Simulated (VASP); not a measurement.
# AlN (P6_3/mmc) in VASP: notebook, part 2 of 2

VASP 6.6.1.

## 3. Single point, PBEsol

This run uses another cell than the first one, of 9.51 Å³/atom, 1.009 times its volume.

Contents of INCAR:

```
SYSTEM = AlN
ALGO = Normal
EDIFF = 1E-6
ENCUT = 520
GGA = PS
ISIF = 2
ISMEAR = 0
LASPH = .TRUE.
LCHARG = .FALSE.
LREAL = .FALSE.
LWAVE = .FALSE.
NBANDS = 16
NELM = 60
PREC = Accurate
SIGMA = 0.05
```

Contents of KPOINTS:

```
k-points
0
G
  9 9 6
  0 0 0
```

Contents of POSCAR:

```
AlN
1.0
    3.3411000000      0.0000000000      0.0000000000
   -1.6705500000      2.8934774766      0.0000000000
    0.0000000000      0.0000000000      3.9330000000
Al N
2 2
Direct
    0.3333333333      0.6666666667      0.7500000000
    0.6666666667      0.3333333333      0.2500000000
    0.3333333333      0.6666666667      0.2500000000
    0.6666666667      0.3333333333      0.7500000000
```

Potentials or basis: VASP PAW PBE potentials, release 64 (Al, N).

On the command line:

```sh
> cat potpaw_PBE.64/Al/POTCAR potpaw_PBE.64/N/POTCAR > POTCAR
> mpirun -np 1 vasp_std > vasp.out
```

OUTCAR:

```text
SYSTEM = AlN
   EDIFF = 1E-6
   ENCUT = 520
   GGA = PS
   ISIF = 2
   ISMEAR = 0
   LASPH = .TRUE.
   LREAL = .FALSE.
   NELM = 60
   PREC = Accurate

 ion  position               nearest neighbor table
   1  0.333  0.667  0.750-   4 1.93   4 1.93   4 1.93   3 1.97   3 1.97   2 2.75   2 2.75   2 2.75
                             2 2.75   2 2.75   2 2.75
   2  0.667  0.333  0.250-   3 1.93   3 1.93   3 1.93   4 1.97   4 1.97   1 2.75   1 2.75   1 2.75
                             1 2.75   1 2.75   1 2.75
   3  0.333  0.667  0.250-   2 1.93   2 1.93   2 1.93   1 1.97   1 1.97
   4  0.667  0.333  0.750-   1 1.93   1 1.93   1 1.93   2 1.97   2 1.97

  LATTYP: Found a hexagonal cell.
 ALAT       =     3.3411000000
 C/A-ratio  =     1.1771572237

  Lattice vectors:

 A1 = (   3.3411000000,   0.0000000000,   0.0000000000)
 A2 = (  -1.6705500000,   2.8934774766,   0.0000000000)
 A3 = (   0.0000000000,   0.0000000000,   3.9330000000)

Analysis of symmetry for initial positions (statically):
=====================================================================
 Subroutine PRICEL returns:
 Original cell was already a primitive cell.

 Routine SETGRP: Setting up the symmetry group for a
 hexagonal supercell.

 Subroutine GETGRP returns: Found 24 space group operations
 (whereof 12 operations were pure point group operations)
 out of a pool of 24 trial point group operations.

The static configuration has the point symmetry D_3d.
 The point group associated with its full space group is D_6h.

Analysis of symmetry for dynamics (positions and initial velocities):
=====================================================================
 Subroutine PRICEL returns:
 Original cell was already a primitive cell.

 Routine SETGRP: Setting up the symmetry group for a
 hexagonal supercell.

 Subroutine GETGRP returns: Found 24 space group operations
 (whereof 12 operations were pure point group operations)
 out of a pool of 24 trial point group operations.
[... 128 lines left out ...]
  Fermi-wavevector in a.u.,A,eV,Ry     =   1.226790  2.318297 20.476963  1.505014
  Thomas-Fermi vector in A             =   2.361778
   LORBIT       =      0    0 simple, 1 ext, 2 COOP (PROOUT), +10 PAW based schemes
   GGA     = PS    functional components
   LHFCALC =     F    Hartree Fock is set to
   AEXX    =    0.0000 exact exchange contribution
   IVDW    =     0    specifies the selected vdW correction
   LEPSILON=     F    determine dielectric tensor
   LRPA    =     F    only Hartree local field effects (RPA)
 non-spin polarized calculation
 Gauss-broadening in eV      SIGMA  =   0.05
  energy-cutoff  :      520.00
  volume of cell :       38.02
 maximum number of plane-waves:      1038
 NGX is ok and might be reduce to    28
   NGX = 13   NGY = 13   NGZ = 15

 number of electron      15.9999999 magnetization

 Free energy of the ion-electron system (eV)
  ---------------------------------------------------
  ext. energy  EPLUGINS =         0.00000000
  ---------------------------------------------------
  free energy    TOTEN  =       -30.85327641 eV

  energy without entropy =      -30.85327641  energy(sigma->0) =      -30.85327641

 E-fermi :   8.2450     XC(G=0): -11.5388

 val. band max:        8.0300376942   @ k =   0.0000   0.0000   0.0000
 cond. band min:      11.7186520106   @ k =   0.0000   0.0000   0.0000
 fundamental gap:      3.6886143164
 Fermi energy:         8.2450410221

 k-point     1 :       0.0000    0.0000    0.0000
  band No.  band energies     occupation
      1      -8.8161      2.00000
      2      -4.5516      2.00000
      3       1.3198      2.00000
      4       4.6851      2.00000
      5       4.6851      2.00000
      6       6.7730      2.00000
[... 433 lines left out ...]
      3       1.4463      2.00000
      4       2.6267      2.00000
      5       2.6267      2.00000
      6       5.6641      2.00000
[... 8 lines left out ...]
     15      19.9368      0.00000
     16      22.1135      0.00000

 [... further k-points ...]

------------------------ aborting loop because EDIFF is reached ----------------------------------------

  FORCE on cell =-STRESS in cart. coord.  units (eV):
  Direction    XX          YY          ZZ          XY          YZ          ZX
  --------------------------------------------------------------------------------------
  -------------------------------------------------------------------------------------
  Total        0.2560091      0.2560091      4.0158498      0.0000000     -0.0000000      0.0000000
  in kB       10.7877908     10.7877908    169.2210994      0.0000000     -0.0000000      0.0000000
  external PRESSURE =      63.5988937 kB  Pullay stress =       0.0000000 kB

 VOLUME and BASIS-vectors are now :
 -----------------------------------------------------------------------------
  energy-cutoff  :      520.00
  volume of cell :       38.02
      direct lattice vectors                 reciprocal lattice vectors
     3.341100000  0.000000000  0.000000000     0.299302625  0.172802451  0.000000000
    -1.670550000  2.893477477  0.000000000     0.000000000  0.345604902  0.000000000
     0.000000000  0.000000000  3.933000000     0.000000000  0.000000000  0.254258835

 POSITION                                       TOTAL-FORCE (eV/Angst)
 -----------------------------------------------------------------------------------
     -0.00000      1.92898      2.94975        -0.000000      0.000000      0.000000
      1.67055      0.96449      0.98325         0.000000     -0.000000      0.000000
     -0.00000      1.92898      0.98325         0.000000      0.000000      0.000000
      1.67055      0.96449      2.94975        -0.000000     -0.000000      0.000000
 -----------------------------------------------------------------------------------
    total drift:                               -0.000000      0.000000      0.000000

  FREE ENERGIE OF THE ION-ELECTRON SYSTEM (eV)
  ---------------------------------------------------
  free  energy   TOTEN  =       -30.8532764090 eV

  energy  without entropy=      -30.8532764090  energy(sigma->0) =      -30.85327641
```

OSZICAR:

```text
N       E                     dE             d eps       ncg     rms          rms(c)
DAV:   1     0.416622209725E+02    0.41662E+02   -0.74512E+03  1552   0.906E+02
DAV:   2    -0.320428404129E+02   -0.73705E+02   -0.67359E+02  2264   0.192E+02
DAV:   3    -0.352694995664E+02   -0.32267E+01   -0.32144E+01  1880   0.403E+01
DAV:   4    -0.352887724166E+02   -0.19273E-01   -0.19270E-01  1936   0.355E+00
DAV:   5    -0.352890246383E+02   -0.25222E-03   -0.25222E-03  1832   0.409E-01    0.115E+01
DAV:   6    -0.309388306047E+02    0.43502E+01   -0.82498E+00  1984   0.215E+01    0.405E+00
DAV:   7    -0.309002027409E+02    0.38628E-01   -0.90634E-01  1776   0.602E+00    0.289E+00
DAV:   8    -0.308646562998E+02    0.35546E-01   -0.13774E-01  1704   0.287E+00    0.910E-01
DAV:   9    -0.308529294223E+02    0.11727E-01   -0.29606E-02  1952   0.131E+00    0.273E-01
DAV:  10    -0.308533701356E+02   -0.44071E-03   -0.29863E-03  1736   0.363E-01    0.165E-01
DAV:  11    -0.308532812257E+02    0.88910E-04   -0.11325E-04  1880   0.838E-02    0.459E-02
DAV:  12    -0.308532769350E+02    0.42907E-05   -0.10850E-05  1816   0.240E-02    0.794E-03
DAV:  13    -0.308532764090E+02    0.52597E-06   -0.24125E-06  1792   0.112E-02
   1 F= -.30853276E+02 E0= -.30853276E+02  d E =-.541259E-12
```

Run time: 60 s. Hardware: 1 thread of AMD EPYC 7R13, shared host; peak memory 0.14 GiB.

Results:

```
Free energy            : -30.8533 eV
Pressure               : 6.4 GPa
Band gap on the k mesh : 3.69 eV, direct
```

Caveat: the PAW data sets were made with another functional, which shifts forces and pressure a little.

## 4. Single point, PBEsol

This run uses another cell than the first one, of 9.56 Å³/atom, 1.015 times its volume.

Contents of INCAR:

```
SYSTEM = AlN
PREC     = Accurate       ! precision mode
ENCUT    = 520            ! plane-wave cutoff, eV
EDIFF    = 1E-7           ! SCF threshold, eV
ISMEAR   = 0              ! smearing method
SIGMA    = 0.05           ! smearing width, eV
LREAL    = .FALSE.        ! projectors in reciprocal space
LASPH    = .TRUE.         ! aspherical terms in the spheres
NELM     = 80             ! most SCF steps
ALGO     = Normal         ! electronic algorithm
ISIF     = 2              ! what is computed and relaxed
LWAVE    = .FALSE.        ! write WAVECAR
LCHARG   = .FALSE.        ! write CHGCAR
GGA      = PS             ! functional
NBANDS   = 16             ! bands
```

Contents of KPOINTS:

```
regular mesh
0
G
  9 9 6
  0 0 0
```

Contents of POSCAR:

```
AlN
1.0
    3.2024000000      0.0000000000      0.0000000000
   -1.6012000000      2.7733597531      0.0000000000
    0.0000000000      0.0000000000      4.3056000000
Al N
2 2
Direct
    0.3333333333      0.6666666667      0.7500000000
    0.6666666667      0.3333333333      0.2500000000
    0.3333333333      0.6666666667      0.2500000000
    0.6666666667      0.3333333333      0.7500000000
```

On the command line:

```sh
> cat potpaw_PBE.64/Al/POTCAR potpaw_PBE.64/N/POTCAR > POTCAR
> mpirun -np 1 vasp_std > vasp.out
```

Run time: 43 s. Hardware: 1 thread of AMD EPYC 7R13, shared host; peak memory 0.13 GiB.

Results (log left out):

- Free energy: -30.8354 eV
- Pressure: 8.5 GPa
- Band gap on the k mesh: 3.36 eV, direct

Stress tensor (GPa, compression positive):
```
14.04  0.00  0.00
 0.00 14.04  0.00
 0.00  0.00 -2.53
```

Levels at points of the mesh, in eV from the valence-band top:
| k point | band 5 | band 6 | band 7 | band 8 | band 9 | band 10 | band 11 | band 12 |
| --- | --- | --- | --- | --- | --- | --- | --- | --- |
| (0.00, 0.00, 0.00) | -3.39 | -2.00 | -2.00 | 0.00 | 3.36 | 4.81 | 8.57 | 8.57 |
| (0.00, 0.00, 0.50) | -2.73 | -2.73 | -2.73 | -2.73 | 5.73 | 5.73 | 8.80 | 8.80 |

Caveat: the PAW data sets were made with another functional, which shifts forces and pressure a little. A hybrid or GW would open this gap; PBEsol tends to underestimate it.

## 5. Single point, PBEsol

This run uses another cell than the first one, of 9.40 Å³/atom, 0.998 times its volume.

Contents of INCAR:

```
ALGO = Normal
EDIFF = 1E-6
ENCUT = 520
GGA = PS
ISIF = 2
ISMEAR = 0
LASPH = T
LCHARG = F
LREAL = F
LWAVE = F
NBANDS = 16
NELM = 60
PREC = Accurate
SIGMA = 0.05
```

Contents of KPOINTS:

```
k-points
0
Gamma
  9 9 6
```

Contents of POSCAR:

```
AlN
1.0
    3.2222000000      0.0000000000      0.0000000000
   -1.6111000000      2.7905070561      0.0000000000
    0.0000000000      0.0000000000      4.1814000000
Al N
2 2
Direct
    0.3333333333      0.6666666667      0.7500000000
    0.6666666667      0.3333333333      0.2500000000
    0.3333333333      0.6666666667      0.2500000000
    0.6666666667      0.3333333333      0.7500000000
```

Potentials or basis: VASP PAW PBE potentials, release 64 (Al, N).

On the command line:

```sh
> cat potpaw_PBE.64/Al/POTCAR potpaw_PBE.64/N/POTCAR > POTCAR
> mpirun -np 1 vasp_std > vasp.out
```

OUTCAR:

```text
EDIFF = 1E-6
   ENCUT = 520
   GGA = PS
   ISIF = 2
   ISMEAR = 0
   LASPH = T
   LREAL = F
   NELM = 60
   PREC = Accurate

 ion  position               nearest neighbor table
   1  0.333  0.667  0.750-   4 1.86   4 1.86   4 1.86   3 2.09   3 2.09   2 2.80   2 2.80   2 2.80
                             2 2.80   2 2.80   2 2.80
   2  0.667  0.333  0.250-   3 1.86   3 1.86   3 1.86   4 2.09   4 2.09   1 2.80   1 2.80   1 2.80
                             1 2.80   1 2.80   1 2.80
   3  0.333  0.667  0.250-   2 1.86   2 1.86   2 1.86   1 2.09   1 2.09
   4  0.667  0.333  0.750-   1 1.86   1 1.86   1 1.86   2 2.09   2 2.09

  LATTYP: Found a hexagonal cell.
 ALAT       =     3.2222000000
 C/A-ratio  =     1.2976848116

  Lattice vectors:

 A1 = (   3.2222000000,   0.0000000000,   0.0000000000)
 A2 = (  -1.6111000000,   2.7905070561,   0.0000000000)
 A3 = (   0.0000000000,   0.0000000000,   4.1814000000)

Analysis of symmetry for initial positions (statically):
=====================================================================
 Subroutine PRICEL returns:
 Original cell was already a primitive cell.

 Routine SETGRP: Setting up the symmetry group for a
 hexagonal supercell.

 Subroutine GETGRP returns: Found 24 space group operations
 (whereof 12 operations were pure point group operations)
 out of a pool of 24 trial point group operations.

The static configuration has the point symmetry D_3d.
 The point group associated with its full space group is D_6h.

Analysis of symmetry for dynamics (positions and initial velocities):
=====================================================================
 Subroutine PRICEL returns:
 Original cell was already a primitive cell.

 Routine SETGRP: Setting up the symmetry group for a
 hexagonal supercell.

[... 127 lines left out ...]
   IMIX   =      4    mixing-type and parameters
     AMIX     =   0.40;   BMIX     =  1.00
     AMIX_MAG =   1.60;   BMIX_MAG =  1.00
  volume/ion in A,a.u.               =       9.40        63.43
  Fermi-wavevector in a.u.,A,eV,Ry     =   1.231390  2.326990 20.630813  1.516322
  Thomas-Fermi vector in A             =   2.366202
   LORBIT       =      0    0 simple, 1 ext, 2 COOP (PROOUT), +10 PAW based schemes
   GGA     = PS    functional components
   LHFCALC =     F    Hartree Fock is set to
   AEXX    =    0.0000 exact exchange contribution
   IVDW    =     0    specifies the selected vdW correction
   LEPSILON=     F    determine dielectric tensor
   LRPA    =     F    only Hartree local field effects (RPA)
 non-spin polarized calculation
 Gauss-broadening in eV      SIGMA  =   0.05
  energy-cutoff  :      520.00
  volume of cell :       37.60
 maximum number of plane-waves:      1026
 NGX is ok and might be reduce to    24
   NGX = 11   NGY = 11   NGZ = 15

 number of electron      16.0000003 magnetization

 Free energy of the ion-electron system (eV)
  ---------------------------------------------------
  ext. energy  EPLUGINS =         0.00000000
  ---------------------------------------------------
  free energy    TOTEN  =       -30.87305785 eV

  energy without entropy =      -30.87305785  energy(sigma->0) =      -30.87305785

 E-fermi :   8.8823     XC(G=0): -11.6088

 val. band max:        8.6097421259   @ k =   0.0000   0.0000   0.0000
 cond. band min:      12.1641224048   @ k =   0.0000   0.0000   0.0000
 fundamental gap:      3.5543802789
 Fermi energy:         8.8822572265

 k-point     1 :       0.0000    0.0000    0.0000
  band No.  band energies     occupation
      1      -8.6916      2.00000
      2      -4.8827      2.00000
      3       1.1851      2.00000
      4       5.1533      2.00000
      5       5.1533      2.00000
      6       6.7413      2.00000
[... 433 lines left out ...]
      3       1.6067      2.00000
      4       2.7379      2.00000
      5       2.7379      2.00000
      6       5.1362      2.00000
[... 8 lines left out ...]
     15      20.1073      0.00000
     16      22.0418      0.00000

 [... further k-points ...]

------------------------ aborting loop because EDIFF is reached ----------------------------------------

  FORCE on cell =-STRESS in cart. coord.  units (eV):
  Direction    XX          YY          ZZ          XY          YZ          ZX
  --------------------------------------------------------------------------------------
  -------------------------------------------------------------------------------------
  Total        3.2415039      3.2415039      0.8466254      0.0000000      0.0000000      0.0000000
  in kB      138.1337472    138.1337472     36.0781719      0.0000000      0.0000000      0.0000000
  external PRESSURE =     104.1152221 kB  Pullay stress =       0.0000000 kB

 VOLUME and BASIS-vectors are now :
 -----------------------------------------------------------------------------
  energy-cutoff  :      520.00
  volume of cell :       37.60
      direct lattice vectors                 reciprocal lattice vectors
     3.222200000  0.000000000  0.000000000     0.310346968  0.179178905  0.000000000
    -1.611100000  2.790507056  0.000000000     0.000000000  0.358357811  0.000000000
     0.000000000  0.000000000  4.181400000     0.000000000  0.000000000  0.239154350

 POSITION                                       TOTAL-FORCE (eV/Angst)
 -----------------------------------------------------------------------------------
     -0.00000      1.86034      3.13605        -0.000000     -0.000000      0.000000
      1.61110      0.93017      1.04535        -0.000000      0.000000      0.000000
     -0.00000      1.86034      1.04535         0.000000     -0.000000      0.000000
      1.61110      0.93017      3.13605        -0.000000      0.000000      0.000000
 -----------------------------------------------------------------------------------
    total drift:                               -0.000000      0.000000      0.000000

  FREE ENERGIE OF THE ION-ELECTRON SYSTEM (eV)
  ---------------------------------------------------
  free  energy   TOTEN  =       -30.8730578539 eV

  energy  without entropy=      -30.8730578539  energy(sigma->0) =      -30.87305785
```

Run time: 39 s. Hardware: 1 thread of AMD EPYC 7R13, shared host; peak memory 0.13 GiB.

What came out:

```
Free energy            : -30.8731 eV
Pressure               : 10.4 GPa
Band gap on the k mesh : 3.55 eV, direct
```

Levels at points of the mesh, in eV from the valence-band top:
```csv
k point,band 4,band 5,band 6,band 7,band 8,band 9,band 10,band 11,band 12,band 13
"(0.00, 0.00, 0.00)",-3.46,-3.46,-1.87,-1.87,0.00,3.55,4.84,8.51,8.51,11.53
"(0.00, 0.00, 0.50)",-3.93,-2.70,-2.70,-2.70,-2.70,5.87,5.87,8.70,8.70,8.70
```

Caveat: the PAW data sets were made with another functional, which shifts forces and pressure a little. PBEsol gaps usually lie below the measured ones, often by a third to a half.

## 6. Single point, PBEsol

This run uses another cell than the first one, of 9.92 Å³/atom, 1.053 times its volume.

Contents of INCAR:

```
SYSTEM = AlN
PREC     = Accurate       ! precision mode
ENCUT    = 520            ! plane-wave cutoff, eV
EDIFF    = 1E-7           ! SCF threshold, eV
ISMEAR   = 0              ! smearing method
SIGMA    = 0.05           ! smearing width, eV
LREAL    = .FALSE.        ! projectors in reciprocal space
LASPH    = .TRUE.         ! aspherical terms in the spheres
NELM     = 60             ! most SCF steps
ALGO     = Normal         ! electronic algorithm
ISIF     = 2              ! what is computed and relaxed
LWAVE    = .FALSE.        ! write WAVECAR
LCHARG   = .FALSE.        ! write CHGCAR
GGA      = PS             ! functional
NBANDS   = 16             ! bands
```

Contents of KPOINTS:

```
regular mesh
0
G
  9 9 6
  0 0 0
```

Contents of POSCAR:

```
AlN
1.0
    3.2618000000      0.0000000000      0.0000000000
   -1.6309000000      2.8248016620      0.0000000000
    0.0000000000      0.0000000000      4.3056000000
Al N
2 2
Direct
    0.3333333333      0.6666666667      0.7500000000
    0.6666666667      0.3333333333      0.2500000000
    0.3333333333      0.6666666667      0.2500000000
    0.6666666667      0.3333333333      0.7500000000
```

Potentials or basis: VASP PAW PBE potentials, release 64 (Al, N).

On the command line:

```sh
> cat potpaw_PBE.64/Al/POTCAR potpaw_PBE.64/N/POTCAR > POTCAR
> mpirun -np 1 vasp_std > vasp.out
```

Run time: 16 s. Hardware: 1 thread of Intel Xeon 6975P-C, shared host; peak memory 0.16 GiB.

It converged, with:

* Free energy: -30.9050 eV
* Pressure: -1.1 GPa
* Band gap on the k mesh: 3.11 eV, direct

Stress tensor (GPa, compression positive):
```
 1.84  0.00  0.00
 0.00  1.84  0.00
 0.00  0.00 -6.91
```

Levels at points of the mesh, in eV from the valence-band top:
| k point | band 6 | band 7 | band 8 | band 9 | band 10 | band 11 |
| --- | --- | --- | --- | --- | --- | --- |
| (0.00, 0.00, 0.00) | -1.85 | -1.85 | 0.00 | 3.11 | 4.44 | 8.27 |
| (0.00, 0.00, 0.50) | -2.61 | -2.61 | -2.61 | 5.49 | 5.49 | 8.51 |

Caveat: the PAW data sets were made with another functional, which shifts forces and pressure a little. As with any semilocal functional, this PBEsol gap is likely too small.

## 7. Overview

```csv
cell,gap on the mesh (eV),pressure (GPa)
"a = 3.242, b = 3.242, c = 4.140 Å, angles 90.0, 90.0, 120.0°, 4 atoms",3.57,9.1
"a = 3.341, b = 3.341, c = 3.933 Å, angles 90.0, 90.0, 120.0°, 4 atoms",3.69,6.4
"a = 3.202, b = 3.202, c = 4.306 Å, angles 90.0, 90.0, 120.0°, 4 atoms",3.36,8.5
"a = 3.222, b = 3.222, c = 4.181 Å, angles 90.0, 90.0, 120.0°, 4 atoms",3.55,10.4
"a = 3.262, b = 3.262, c = 4.306 Å, angles 90.0, 90.0, 120.0°, 4 atoms",3.11,-1.1
```

Alike in all rows: task single point; level PBEsol; potentials or basis VASP PAW PBE potentials, release 64 (Al, N); no spin polarisation; k mesh 9 × 9 × 6; cutoff (eV) 520; smearing gaussian 0.05 eV.

Caveats: the PAW data sets were made with another functional, which shifts forces and pressure a little.

Total energies depend on the potentials used, so only differences within one code and one set of settings carry meaning.
